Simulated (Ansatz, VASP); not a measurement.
# Two plane-wave programs on W

File INCAR:

```
SYSTEM = W
PREC = Accurate ; ENCUT = 500
EDIFF = 1E-6 ; ISMEAR = 0
SIGMA = 0.15 ; LREAL = .FALSE.
LASPH = .TRUE. ; NELM = 120
ALGO = Normal ; ISIF = 2
LWAVE = .FALSE. ; LCHARG = .FALSE.
GGA = PS ; NBANDS = 13
GGA_COMPAT = .FALSE.
```

File KPOINTS:

```
Automatic mesh
0
G
  22 22 22
  0 0 0
```

Contents of POSCAR:

```
W
1.0
    0.0000000000      2.1786518965      1.7281066843
    2.1786518965      0.0000000000      1.7281066843
    2.1786518965      2.1786518965      0.0000000000
W
1
Direct
    0.0000000000      0.0000000000      0.0000000000
```

Input for Ansatz:

```yaml
crystal:
  lattice:
    - [0.0, 2.1786518965, 1.7281066843]
    - [2.1786518965, 0.0, 1.7281066843]
    - [2.1786518965, 2.1786518965, 0.0]
  atoms:
    - { symbol: W, position: [0.0, 0.0, 0.0] }
basis:
  ecutwfc: 420
kpoints:
  mp_grid: { grid: [22, 22, 22] }
hamiltonian:
  xc: pbesol
  pseudopotentials: { kind: paw, azcp: { folder: soft_1 } }
scf:
  occupations: { method: gaussian, width: 0.15 }
output:
  forces: true
  stress: true
  eigenvalues: true
```

Alike in both runs: task single point; functional PBEsol; k mesh 22 × 22 × 22; occupations gaussian, width 0.15 eV; no spin polarisation.

```csv
,VASP,Ansatz
version,VASP 6.6.1,Ansatz 0.2.0
potentials or method,"VASP PAW PBE potentials, release 64 (W_sv), cutoff 500 eV","scalar-relativistic, plane waves, PAW"
valence electrons in the cell,14,14
```

```tsv
	VASP	Ansatz	Ansatz less VASP
gap on the k mesh at the Fermi level (eV)	none	none	-
pressure (GPa)	-10.9	-11.3	-0.43
traceless stress, the component that is largest in VASP (GPa)	-17.95	-17.99	-0.041
```

VASP's potentials were made for PBE, not for PBEsol, and Ansatz warns of the same on its side. A gap of «none» marks a metal or a gap that the smearing closes. The functional is the same, so the differences come from potentials, cutoffs and numerics.

Neither program's run includes spin-orbit coupling.
